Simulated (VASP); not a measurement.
Write the native input for VASP 6.6.1 that does the following.

```
Task                   : single point
Functional             : PBE
Potentials or basis    : VASP PAW PBE potentials, release 64 (Al, Bi_d, O)
Cutoff                 : 520 eV
k mesh                 : 4 × 4 × 4
Occupations            : gaussian, width 0.1 eV
Spin                   : no spin polarisation
Dipole correction      : no
Further INCAR settings : ALGO = Normal; EDIFF = 1e-06; NBANDS = 23
```

The structure of Al3BiO lies in POSCAR:

```
Al3BiO
1.0
    4.6434485100      0.0000000000      0.0000000000
    0.0000000000      4.6434485100      0.0000000000
    0.0000000000      0.0000000000      4.6434485100
Al Bi O
3 1 1
Direct
    0.5000000000      0.5000000000      0.0000000000
    0.5000000000      0.0000000000      0.5000000000
    0.0000000000      0.5000000000      0.5000000000
    0.0000000000      0.0000000000      0.0000000000
    0.5000000000      0.5000000000      0.5000000000
```

These files were run (other wordings do the same):

INCAR

```
  PREC = Accurate
  ENCUT = 520
  EDIFF = 1E-6
  ISMEAR = 0
  SIGMA = 0.1
  LREAL = False
  LASPH = True
  NELM = 100
  ALGO = Normal
  ISIF = 2
  LWAVE = False
  LCHARG = True
  GGA = PE
  LELF = True
  LVHAR = True
  NBANDS = 23
```

KPOINTS

```
regular mesh
0
Gamma
  4 4 4
```

Potentials or basis: VASP PAW PBE potentials, release 64 (Al, Bi_d, O).

Command:

```console
$ cat potpaw_PBE.64/Al/POTCAR potpaw_PBE.64/Bi_d/POTCAR potpaw_PBE.64/O/POTCAR > POTCAR
$ mpirun -np 1 vasp_std > vasp.out
```

It gave:

```
Pressure               : -5.7 GPa
Band gap on the k mesh : zero (band 15 reaches 6.25 eV, above the bottom of band 16 at 4.86 eV)
```

Caveat: spin-orbit coupling is left out, which moves the levels of the heavy elements.

Wall time 25 s on 1 thread of Intel(R) Xeon(R) Platinum 8559C (Emerald Rapids), on a shared host, peak memory 0.21 GiB.
